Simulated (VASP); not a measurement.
# ScTaN (P-3m1) in VASP: notebook

The runs below take ScTaN through single point, with r2SCAN+U.

Everything below comes from runs of VASP 6.6.1. Logs are shortened: lines on timing, memory, paths and dates and some standing lists are left out, and cuts for length are marked.

## (1) The cell of the first run

The structure is trigonal, space group P-3m1 (No. 164). The conventional cell has a = 3.085 Å, b = 3.085 Å, c = 10.340 Å, α = 90.00°, β = 90.00°, γ = 120.00°. Ta (site symmetry 3m) has 3 N at 2.20 Å within 2.9 Å. Sc (site symmetry -3m) has 6 Sc at 3.09 Å and 12 Ta at 3.10 to 4.38 Å and 6 N at 4.22 Å within 4.4 Å. Within 2.9 Å of Sc (site symmetry -3m) lie 6 N at 2.23 Å. N (site symmetry 3m) has 3 Ta at 2.20 Å and 3 Sc at 2.23 Å within 2.9 Å.

## (2) Single point, r2SCAN+U

The input, POSCAR:

```
ScTaN
1.0
    3.0850655424      0.0000000000      0.0000000000
   -1.5425327712      2.6717451321      0.0000000000
    0.0000000000      0.0000000000     10.3401360000
Ta Sc N
2 2 2
Direct
    0.3333333333      0.6666666667      0.2456310000
    0.6666666667      0.3333333333      0.7543690000
    0.0000000000      0.0000000000      0.0000000000
    0.0000000000      0.0000000000      0.5000000000
    0.3333333333      0.6666666667      0.6298410000
    0.6666666667      0.3333333333      0.3701590000
```

The input, INCAR.step1:

```
PREC = Accurate
ENCUT = 520
ISMEAR = -1
SIGMA = 0.05
LREAL = F
LASPH = T
NELM = 150
LMAXMIX = 4
LDAU = T
LDAUTYPE = 2
LDAUL = 2 2 -1
LDAUU = 3 3 0
LDAUJ = 0 0 0
NBANDS = 36
GGA = PE
ALGO = Normal
EDIFF = 1E-4
LWAVE = T
LCHARG = F
```

The input, INCAR.step2:

```
PREC = Accurate
ENCUT = 520
EDIFF = 1E-6
ISMEAR = -1
SIGMA = 0.05
LREAL = F
LASPH = T
NELM = 150
ALGO = Normal
ISIF = 2
LWAVE = F
LCHARG = F
LMAXMIX = 4
LDAU = T
LDAUTYPE = 2
LDAUL = 2 2 -1
LDAUU = 3 3 0
LDAUJ = 0 0 0
LDAUPRINT = 1
METAGGA = R2SCAN
LMIXTAU = T
NBANDS = 36
ISTART = 1
```

The input, KPOINTS:

```
Automatic mesh
0
Gamma
  10 10 3
```

Potentials or basis: VASP PAW PBE potentials, release 64 (Ta_pv, Sc_sv, N).

Started as:

```bash
> cat potpaw_PBE.64/Ta_pv/POTCAR potpaw_PBE.64/Sc_sv/POTCAR potpaw_PBE.64/N/POTCAR > POTCAR
> cp INCAR.step1 INCAR
> mpirun -np 1 vasp_std > vasp.out
> cp INCAR.step2 INCAR
> mpirun -np 1 vasp_std > vasp.out
```

OUTCAR:

```text
PREC = Accurate
   ENCUT = 520
   EDIFF = 1E-6
   ISMEAR = -1
   LREAL = F
   LASPH = T
   NELM = 150
   ISIF = 2
   METAGGA = R2SCAN
   ISTART = 1

 ion  position               nearest neighbor table
   1  0.333  0.667  0.246-   6 2.20   6 2.20   6 2.20   3 3.10   3 3.10   3 3.10   4 3.18   4 3.18
                             4 3.18
   2  0.667  0.333  0.754-   5 2.20   5 2.20   5 2.20   3 3.10   3 3.10   3 3.10   4 3.18   4 3.18
                             4 3.18
   3  0.000  0.000  0.000-   1 3.10   2 3.10   2 3.10   1 3.10   2 3.10   1 3.10
   4  0.000  0.000  0.500-   5 2.23   6 2.23   6 2.23   5 2.23   6 2.23   5 2.23   1 3.18   2 3.18
                             1 3.18   2 3.18   2 3.18   1 3.18
   5  0.333  0.667  0.630-   2 2.20   2 2.20   2 2.20   4 2.23   4 2.23   4 2.23
   6  0.667  0.333  0.370-   1 2.20   1 2.20   1 2.20   4 2.23   4 2.23   4 2.23

  LATTYP: Found a hexagonal cell.
 ALAT       =     3.0850655424
 C/A-ratio  =     3.3516746591

  Lattice vectors:

 A1 = (   3.0850655424,   0.0000000000,   0.0000000000)
 A2 = (  -1.5425327712,   2.6717451321,   0.0000000000)
 A3 = (   0.0000000000,   0.0000000000,  10.3401360000)

Analysis of symmetry for initial positions (statically):
=====================================================================
 Subroutine PRICEL returns:
 Original cell was already a primitive cell.

 Routine SETGRP: Setting up the symmetry group for a
 hexagonal supercell.

 Subroutine GETGRP returns: Found 12 space group operations
 (whereof 12 operations were pure point group operations)
 out of a pool of 24 trial point group operations.

The static configuration has the point symmetry D_3d.

Analysis of symmetry for dynamics (positions and initial velocities):
=====================================================================
 Subroutine PRICEL returns:
 Original cell was already a primitive cell.

 Routine SETGRP: Setting up the symmetry group for a
 hexagonal supercell.

 Subroutine GETGRP returns: Found 12 space group operations
 (whereof 12 operations were pure point group operations)
 out of a pool of 24 trial point group operations.

The dynamic configuration has the point symmetry D_3d.
[... 146 lines left out ...]
 NGX is ok and might be reduce to    24
   NGX = 11   NGY = 11   NGZ = 39

atom =   1  type =  1  l = 2

 onsite density matrix

spin component  1
[... 116 lines left out ...]
  o =  0.0830  v = -0.7650  0.0000 -0.0000 -0.6441 -0.0000  0.0000  0.0000  0.0000  0.0000  0.0000      0.0000  0.0000  0.0000  0.0000  0.0000  0.0000  0.0000  0.0000  0.0000  0.0000
  o =  0.0830  v =  0.0000  0.0000  0.0000  0.0000  0.0000 -0.7650  0.0000 -0.0000 -0.6441 -0.0000      0.0000  0.0000  0.0000  0.0000  0.0000  0.0000  0.0000  0.0000  0.0000  0.0000
  o =  0.0830  v =  0.0000  0.6441 -0.0000 -0.0000  0.7650  0.0000  0.0000  0.0000  0.0000  0.0000      0.0000  0.0000  0.0000  0.0000  0.0000  0.0000  0.0000  0.0000  0.0000  0.0000
  o =  0.0830  v =  0.0000  0.0000  0.0000  0.0000  0.0000  0.0000  0.6441 -0.0000 -0.0000  0.7650      0.0000  0.0000  0.0000  0.0000  0.0000  0.0000  0.0000  0.0000  0.0000  0.0000
  o =  0.0843  v =  0.0000  0.0000  1.0000  0.0000  0.0000  0.0000  0.0000  0.0000  0.0000  0.0000      0.0000  0.0000  0.0000  0.0000  0.0000  0.0000  0.0000  0.0000  0.0000  0.0000
  o =  0.0843  v =  0.0000  0.0000  0.0000  0.0000  0.0000  0.0000  0.0000  1.0000  0.0000  0.0000      0.0000  0.0000  0.0000  0.0000  0.0000  0.0000  0.0000  0.0000  0.0000  0.0000
  o =  0.1441  v = -0.6441 -0.0000  0.0000  0.7650  0.0000  0.0000  0.0000  0.0000  0.0000  0.0000      0.0000  0.0000  0.0000  0.0000  0.0000  0.0000  0.0000  0.0000  0.0000  0.0000
  o =  0.1441  v =  0.0000  0.0000  0.0000  0.0000  0.0000 -0.6441 -0.0000  0.0000  0.7650  0.0000      0.0000  0.0000  0.0000  0.0000  0.0000  0.0000  0.0000  0.0000  0.0000  0.0000
  o =  0.1441  v =  0.0000  0.7650 -0.0000  0.0000 -0.6441  0.0000  0.0000  0.0000  0.0000  0.0000      0.0000  0.0000  0.0000  0.0000  0.0000  0.0000  0.0000  0.0000  0.0000  0.0000
  o =  0.1441  v =  0.0000  0.0000  0.0000  0.0000  0.0000  0.0000  0.7650 -0.0000  0.0000 -0.6441      0.0000  0.0000  0.0000  0.0000  0.0000  0.0000  0.0000  0.0000  0.0000  0.0000

 number of electron      53.9999993 magnetization

 Free energy of the ion-electron system (eV)
  ---------------------------------------------------
  ext. energy  EPLUGINS =         0.00000000
  ---------------------------------------------------
  free energy    TOTEN  =      -137.14271698 eV

  energy without entropy =     -137.10371969  energy(sigma->0) =     -137.12321833

 E-fermi :   6.6716     XC(G=0): -12.9280

 val. band max:        6.6677471721   @ k =   0.3000   0.2000   0.0000
 cond. band min:       6.6876115024   @ k =   0.3000   0.1000   0.0000
 fundamental gap:      0.0198643303
 Fermi energy:         6.6716098877

 k-point     1 :       0.0000    0.0000    0.0000
  band No.  band energies     occupation
      1     -45.6919      2.00000
      2     -44.9421      2.00000
      3     -29.9929      2.00000
      4     -29.9801      2.00000
      5     -29.6270      2.00000
      6     -29.6270      2.00000
[... 925 lines left out ...]
     35      11.6415      0.00000
     36      11.6753      0.00000

 [... further k-points ...]

------------------------ aborting loop because EDIFF is reached ----------------------------------------

  FORCE on cell =-STRESS in cart. coord.  units (eV):
  Direction    XX          YY          ZZ          XY          YZ          ZX
  --------------------------------------------------------------------------------------
  -------------------------------------------------------------------------------------
  Total        4.2104300      4.2104300      4.2554600      0.0000000      0.0000000      0.0000000
  in kB       79.1500806     79.1500806     79.9965810      0.0000000      0.0000000      0.0000000
  external PRESSURE =      79.4322474 kB  Pullay stress =       0.0000000 kB

 VOLUME and BASIS-vectors are now :
 -----------------------------------------------------------------------------
  energy-cutoff  :      520.00
  volume of cell :       85.23
      direct lattice vectors                 reciprocal lattice vectors
     3.085065542  0.000000000  0.000000000     0.324142222  0.187143599  0.000000000
    -1.542532771  2.671745132  0.000000000     0.000000000  0.374287198  0.000000000
     0.000000000  0.000000000 10.340136000     0.000000000  0.000000000  0.096710527

 POSITION                                       TOTAL-FORCE (eV/Angst)
 -----------------------------------------------------------------------------------
     -0.00000      1.78116      2.53986         0.000000     -0.000000     -0.429659
      1.54253      0.89058      7.80028        -0.000000      0.000000      0.429659
      0.00000      0.00000      0.00000        -0.000000      0.000000      0.000000
      0.00000      0.00000      5.17007        -0.000000      0.000000      0.000000
     -0.00000      1.78116      6.51264        -0.000000     -0.000000     -0.279127
      1.54253      0.89058      3.82749         0.000000      0.000000      0.279127
 -----------------------------------------------------------------------------------
    total drift:                               -0.000000      0.000000      0.000000

  FREE ENERGIE OF THE ION-ELECTRON SYSTEM (eV)
  ---------------------------------------------------
  free  energy   TOTEN  =      -137.1427169816 eV

  energy  without entropy=     -137.1037196851  energy(sigma->0) =     -137.12321833
```

OUTCAR.step1:

```text
PREC = Accurate
   ENCUT = 520
   ISMEAR = -1
   LREAL = F
   LASPH = T
[... 1179 lines left out ...]
      0.00000      0.00000      0.00000         0.000000      0.000000      0.000000
      0.00000      0.00000      5.17007         0.000000      0.000000      0.000000
     -0.00000      1.78116      6.51264         0.000000      0.000000     -0.180381
      1.54253      0.89058      3.82749        -0.000000      0.000000      0.180381
 -----------------------------------------------------------------------------------
    total drift:                               -0.000000      0.000000      0.000000

  FREE ENERGIE OF THE ION-ELECTRON SYSTEM (eV)
  ---------------------------------------------------
  free  energy   TOTEN  =       -50.8143850113 eV

  energy  without entropy=      -50.7790958786  energy(sigma->0) =      -50.79674044
```

OSZICAR.step1:

```text
N       E                     dE             d eps       ncg     rms          rms(c)
DAV:   1     0.747122525333E+03    0.74712E+03   -0.26096E+04  2592   0.163E+03
DAV:   2     0.281329013585E+02   -0.71899E+03   -0.70648E+03  2720   0.597E+02
DAV:   3    -0.552917993302E+02   -0.83425E+02   -0.80825E+02  4260   0.181E+02
DAV:   4    -0.604456709996E+02   -0.51539E+01   -0.50808E+01  4312   0.439E+01
DAV:   5    -0.605362731077E+02   -0.90602E-01   -0.90260E-01  4272   0.669E+00    0.286E+01
DAV:   6    -0.514807573388E+02    0.90555E+01   -0.49930E+01  3976   0.404E+01    0.125E+01
DAV:   7    -0.510917090319E+02    0.38905E+00   -0.69178E+00  4016   0.135E+01    0.646E+00
DAV:   8    -0.509549474936E+02    0.13676E+00   -0.35875E+00  3656   0.801E+00    0.313E+00
DAV:   9    -0.508160470212E+02    0.13890E+00   -0.94436E-01  3904   0.466E+00    0.576E-01
DAV:  10    -0.508144779667E+02    0.15691E-02   -0.51572E-02  4024   0.109E+00    0.337E-01
DAV:  11    -0.508144332495E+02    0.44717E-04   -0.84719E-03  4120   0.715E-01    0.129E-01
DAV:  12    -0.508144183609E+02    0.14889E-04   -0.17857E-03  4104   0.305E-01    0.613E-02
DAV:  13    -0.508143850113E+02    0.33350E-04   -0.98882E-05  2080   0.112E-01
   1 F= -.50814385E+02 E0= -.50796740E+02  d E =-.352891E-01
```

Wall time 8.4 min (1 thread of Oxide Virtual Turin-like, shared host); peak memory 0.24 GiB.

What came out:

```
Free energy            : -137.1427 eV
Pressure               : 7.9 GPa
Largest force          : 0.430 eV/Å
Band gap on the k mesh : zero (bands 27 and 28 overlap by 1.12 eV)
```

Forces on the atoms (eV/Å):
```
Ta   0.000  0.000 -0.430
Ta   0.000  0.000  0.430
Sc   0.000  0.000  0.000
Sc   0.000  0.000  0.000
N    0.000  0.000 -0.279
N    0.000  0.000  0.279
```

Levels at points of the mesh, in eV from the Fermi level:
```csv
k point,band 25,band 26,band 27,band 28,band 29,band 30
"(0.00, 0.00, 0.00)",-1.38,0.58,0.91,0.91,1.20,1.75
"(0.50, 0.00, 0.00)",-1.26,-1.07,-0.71,0.15,0.82,2.44
```

Eigenvalues of the final occupation matrices:
| site | spin | trace | eigenvalues |
| --- | --- | --- | --- |
| site 1 d | 1 | 1.09 | 0.17 0.17 0.24 0.24 0.27 |
| site 1 d | 2 | 1.09 | 0.17 0.17 0.24 0.24 0.27 |
| site 2 d | 1 | 1.09 | 0.17 0.17 0.24 0.24 0.27 |
| site 2 d | 2 | 1.09 | 0.17 0.17 0.24 0.24 0.27 |
| site 3 d | 1 | 0.46 | 0.05 0.05 0.07 0.14 0.14 |
| site 3 d | 2 | 0.46 | 0.05 0.05 0.07 0.14 0.14 |
| site 4 d | 1 | 0.54 | 0.08 0.08 0.08 0.14 0.14 |
| site 4 d | 2 | 0.54 | 0.08 0.08 0.08 0.14 0.14 |

Caveat: the cell stands under pressure; the PAW data sets were made with another functional, which shifts forces and pressure a little; spin-orbit coupling is left out, which moves the levels of the heavy elements; U without spin polarisation on a metal has little footing.

## (3) Single point, r2SCAN+U

POSCAR is that of step 2.

The input, INCAR.step1:

```
PREC     = Accurate       # precision mode
ENCUT    = 520            # plane-wave cutoff, eV
ISMEAR   = -1             # smearing method
SIGMA    = 0.05           # smearing width, eV
LREAL    = False          # projectors in reciprocal space
LASPH    = True           # aspherical terms in the spheres
NELM     = 150            # most SCF steps
LMAXMIX  = 4              # l up to which the mixer works
LDAU     = True           # DFT+U
LDAUTYPE = 2            
LDAUL    = 2 2 -1         # shell
LDAUU    = 4 4 0          # U, eV
LDAUJ    = 0 0 0        
NBANDS   = 36             # bands
GGA      = PE             # functional
ALGO     = Normal         # electronic algorithm
EDIFF    = 1E-4           # SCF threshold, eV
LWAVE    = True           # write WAVECAR
LCHARG   = False          # write CHGCAR
```

The input, INCAR.step2:

```
PREC     = Accurate       # precision mode
ENCUT    = 520            # plane-wave cutoff, eV
EDIFF    = 1E-6           # SCF threshold, eV
ISMEAR   = -1             # smearing method
SIGMA    = 0.05           # smearing width, eV
LREAL    = False          # projectors in reciprocal space
LASPH    = True           # aspherical terms in the spheres
NELM     = 150            # most SCF steps
ALGO     = Normal         # electronic algorithm
ISIF     = 2              # what is computed and relaxed
LWAVE    = False          # write WAVECAR
LCHARG   = True           # write CHGCAR
LMAXMIX  = 4              # l up to which the mixer works
LDAU     = True           # DFT+U
LDAUTYPE = 2            
LDAUL    = 2 2 -1         # shell
LDAUU    = 4 4 0          # U, eV
LDAUJ    = 0 0 0        
LDAUPRINT= 1            
METAGGA  = R2SCAN         # meta-GGA
LMIXTAU  = True         
LELF     = True           # ELF
LVHAR    = True         
NBANDS   = 36             # bands
ISTART   = 1
```

The input, KPOINTS:

```
regular mesh
0
Gamma
  10 10 3
```

Potentials or basis: VASP PAW PBE potentials, release 64 (Ta_pv, Sc_sv, N).

Started as:

```bash
> cat potpaw_PBE.64/Ta_pv/POTCAR potpaw_PBE.64/Sc_sv/POTCAR potpaw_PBE.64/N/POTCAR > POTCAR
> cp INCAR.step1 INCAR
> mpirun -np 1 vasp_std > vasp.out
> cp INCAR.step2 INCAR
> mpirun -np 1 vasp_std > vasp.out
```

It took 12 min on 1 thread of Oxide Virtual Turin-like, shared host; peak memory 0.25 GiB.

Results (log left out):

```yaml
Free_energy: -134.6011 eV
Pressure: 11.3 GPa
Largest_force: 0.541 eV/Å
Band_gap_on_the_k_mesh: zero (bands 27 and 28 overlap by 1.19 eV)
```

Forces on the atoms (eV/Å):
```
Ta   0.000  0.000 -0.541
Ta   0.000  0.000  0.541
Sc   0.000  0.000  0.000
Sc   0.000  0.000  0.000
N    0.000  0.000 -0.335
N    0.000  0.000  0.335
```

Stress tensor (GPa, compression positive):
```
11.38  0.00  0.00
 0.00 11.38  0.00
 0.00  0.00 11.22
```

Levels at points of the mesh, in eV from the Fermi level:
```tsv
k point	band 23	band 24	band 25	band 26	band 27	band 28	band 29	band 30	band 31	band 32
(0.00, 0.00, 0.00)	-4.07	-1.97	-1.41	0.53	0.99	0.99	1.27	1.83	1.83	2.27
(0.50, 0.00, 0.00)	-2.58	-2.11	-1.23	-1.13	-0.75	0.07	0.90	2.55	2.85	4.13
```

Eigenvalues of the final occupation matrices:
| site | spin | trace | eigenvalues |
| --- | --- | --- | --- |
| site 1 d | 1 | 1.07 | 0.16 0.16 0.23 0.23 0.28 |
| site 1 d | 2 | 1.07 | 0.16 0.16 0.23 0.23 0.28 |
| site 2 d | 1 | 1.07 | 0.16 0.16 0.23 0.23 0.28 |
| site 2 d | 2 | 1.07 | 0.16 0.16 0.23 0.23 0.28 |
| site 3 d | 1 | 0.43 | 0.05 0.05 0.06 0.14 0.14 |
| site 3 d | 2 | 0.43 | 0.05 0.05 0.06 0.14 0.14 |
| site 4 d | 1 | 0.51 | 0.08 0.08 0.08 0.14 0.14 |
| site 4 d | 2 | 0.51 | 0.08 0.08 0.08 0.14 0.14 |

Caveat: the cell stands under pressure; the PAW data sets were made with another functional, which shifts forces and pressure a little; spin-orbit coupling is left out, which moves the levels of the heavy elements; U without spin polarisation on a metal has little footing.

## (4) Single point, r2SCAN+U

POSCAR is that of step 3.

The input, INCAR.step1:

```
SYSTEM = ScTaN
PREC = Accurate ; ENCUT = 520
ISMEAR = -1 ; SIGMA = 0.05
LREAL = .False. ; LASPH = .True.
NELM = 150 ; LMAXMIX = 4
LDAU = .True. ; LDAUTYPE = 2
LDAUL = 2 2 -1 ; LDAUU = 5 5 0
LDAUJ = 0 0 0 ; NBANDS = 36
GGA = PE ; ALGO = Normal
EDIFF = 1E-4 ; LWAVE = .True.
LCHARG = .False.
```

The input, INCAR.step2:

```
SYSTEM = ScTaN
PREC = Accurate ; ENCUT = 520
EDIFF = 1E-6 ; ISMEAR = -1
SIGMA = 0.05 ; LREAL = .False.
LASPH = .True. ; NELM = 150
ALGO = Normal ; ISIF = 2
LWAVE = .False. ; LCHARG = .False.
LMAXMIX = 4 ; LDAU = .True.
LDAUTYPE = 2 ; LDAUL = 2 2 -1
LDAUU = 5 5 0 ; LDAUJ = 0 0 0
LDAUPRINT = 1 ; METAGGA = R2SCAN
LMIXTAU = .True. ; NBANDS = 36
ISTART = 1
```

The input, KPOINTS:

```
regular mesh
0
Gamma
  10 10 3
  0 0 0
```

Started as:

```bash
> cat potpaw_PBE.64/Ta_pv/POTCAR potpaw_PBE.64/Sc_sv/POTCAR potpaw_PBE.64/N/POTCAR > POTCAR
> cp INCAR.step1 INCAR
> mpirun -np 1 vasp_std > vasp.out
> cp INCAR.step2 INCAR
> mpirun -np 1 vasp_std > vasp.out
```

Wall time 9.2 min (1 thread of Oxide Virtual Turin-like, shared host); peak memory 0.25 GiB.

The run converged. Its results:

| Quantity | Value |
| --- | --- |
| Free energy | -132.1321 eV |
| Pressure | 14.8 GPa |
| Largest force | 0.640 eV/Å |
| Band gap on the k mesh | zero (bands 27 and 28 overlap by 1.26 eV) |

Forces on the atoms (eV/Å):
```
Ta   0.000  0.000 -0.640
Ta   0.000  0.000  0.640
Sc   0.000  0.000  0.000
Sc   0.000  0.000  0.000
N    0.000  0.000 -0.387
N    0.000  0.000  0.387
```

Stress tensor (GPa, compression positive):
```
14.95  0.00  0.00
 0.00 14.95  0.00
 0.00  0.00 14.45
```

Levels at points of the mesh, in eV from the Fermi level:
| k point | band 23 | band 24 | band 25 | band 26 | band 27 | band 28 | band 29 | band 30 | band 31 | band 32 |
| --- | --- | --- | --- | --- | --- | --- | --- | --- | --- | --- |
| (0.00, 0.00, 0.00) | -4.11 | -2.07 | -1.43 | 0.49 | 1.07 | 1.07 | 1.33 | 1.91 | 1.91 | 2.38 |
| (0.50, 0.00, 0.00) | -2.55 | -2.15 | -1.20 | -1.18 | -0.78 | 0.00 | 0.99 | 2.66 | 2.95 | 4.21 |

Eigenvalues of the final occupation matrices:
```csv
site,spin,trace,eigenvalues
site 1 d,1,1.05,0.16 0.16 0.23 0.23 0.28
site 1 d,2,1.05,0.16 0.16 0.23 0.23 0.28
site 2 d,1,1.05,0.16 0.16 0.23 0.23 0.28
site 2 d,2,1.05,0.16 0.16 0.23 0.23 0.28
site 3 d,1,0.40,0.05 0.05 0.06 0.13 0.13
site 3 d,2,0.40,0.05 0.05 0.06 0.13 0.13
site 4 d,1,0.48,0.07 0.07 0.07 0.13 0.13
site 4 d,2,0.48,0.07 0.07 0.07 0.13 0.13
```

Caveat: the cell stands under pressure; the PAW data sets were made with another functional, which shifts forces and pressure a little; spin-orbit coupling is left out, which moves the levels of the heavy elements; U without spin polarisation on a metal has little footing.

## (5) Overview

```tsv
U	gap on the mesh (eV)	pressure (GPa)	largest force (eV/Å)
Sc d U = 3.0 eV, Ta d U = 3.0 eV	none	7.9	0.43
Sc d U = 4.0 eV, Ta d U = 4.0 eV	none	11.3	0.54
Sc d U = 5.0 eV, Ta d U = 5.0 eV	none	14.8	0.64
```

Alike in all rows: task single point; level r2SCAN+U; potentials or basis VASP PAW PBE potentials, release 64 (Ta_pv, Sc_sv, N); no spin polarisation; cell as given; k mesh 10 × 10 × 3; cutoff (eV) 520; smearing fermi-dirac 0.05 eV.

Caveats: the cell stands under pressure; the PAW data sets were made with another functional, which shifts forces and pressure a little; spin-orbit coupling is left out, which moves the levels of the heavy elements; U without spin polarisation on a metal has little footing.

Absolute energies hang on the potentials; compare differences alone.
